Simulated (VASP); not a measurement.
**Zn4SnN: relaxation of cell and atoms with PBE**

Zn4SnN:

```
Zn Sn N
1.0
     0.00000    3.58920    3.58920
     3.58920    0.00000    3.58920
     3.58920    3.58920    0.00000
Zn Sn N
4 1 1
Direct
  0.37211 0.87596 0.87596
  0.87596 0.37211 0.87596
  0.87596 0.87596 0.37211
  0.87596 0.87596 0.87596
  0.50000 0.50000 0.50000
  0.25000 0.25000 0.25000
```

The cell was built from a structure type or drawn by symmetry, and may not be a known phase.

```yaml
Program: VASP 6.6.1
Task: relaxation of cell and atoms
Functional: PBE
Potentials_or_basis: VASP PAW PBE potentials, release 64 (Zn, Sn_d, N)
Cutoff: 600 eV
k_mesh: 10 × 10 × 10
Occupations: gaussian, width 0.1 eV
Spin: no spin polarisation
Dipole_correction: no
Further_INCAR_settings: ALGO = Normal; EDIFF = 1e-06; IBRION = 2; EDIFFG = -0.01; NSW = 100; ISIF = 3
```

```yaml
Relaxed_volume: 16.05 Å³/atom
Relaxed_cell: a = 5.145 Å, b = 5.145 Å, c = 5.145 Å, α = 60.00°, β = 60.00°, γ = 60.00°
Space_group_after_relaxing_to_0.1_Å: F-43m (No. 216)
Energy_gained_by_relaxing: 6.2 meV/atom
Ionic_steps: 3
Pressure_after_relaxing: 0.0 GPa
Band_gap_on_the_k_mesh: zero (an odd number of electrons rules out a gap without spin polarisation)
```

The path:
| step | energy change (eV) | largest force (eV/Å) | pressure (GPa) | volume (Å³) |
| --- | --- | --- | --- | --- |
| 1 | 0.0000 | 0.0655 | 3.23 | 92.47 |
| 2 | -0.0368 | 0.0082 | -0.31 | 96.70 |
| 3 | -0.0372 | 0.0018 | 0.05 | 96.28 |

Final structure:
```xyz
6
Lattice="0.0000 3.6378 3.6378 3.6378 0.0000 3.6378 3.6378 3.6378 0.0000" Properties=species:S:1:pos:R:3 pbc="T T T"
Zn    6.3714    4.5419    4.5419
Zn    4.5419    6.3714    4.5419
Zn    4.5419    4.5419    6.3714
Zn    6.3714    6.3714    6.3714
Sn    3.6378    3.6378    3.6378
N     1.8189    1.8189    1.8189
```

Levels at points of the mesh, in eV from the Fermi level:
| k point | band 30 | band 31 | band 32 | band 33 | band 34 | band 35 | band 36 | band 37 | band 38 | band 39 |
| --- | --- | --- | --- | --- | --- | --- | --- | --- | --- | --- |
| (0.00, 0.00, 0.00) | -2.27 | -2.27 | -1.81 | -1.33 | -1.33 | -1.33 | 1.12 | 1.12 | 1.12 | 1.96 |
| (0.50, 0.00, 0.00) | -2.79 | -2.79 | -1.63 | -1.63 | -0.32 | 0.73 | 1.54 | 1.54 | 4.14 | 4.14 |
| (0.50, 0.50, 0.00) | -4.26 | -4.26 | -0.15 | -0.10 | 0.41 | 0.41 | 3.96 | 4.38 | 4.38 | 5.06 |

It took 5.6 min on 1 thread of AMD EPYC 9R45 96-Core Processor (Zen 5) (shared host), peak memory 0.37 GiB.

Caveat: spin-orbit coupling is left out, which moves the levels of the heavy elements.
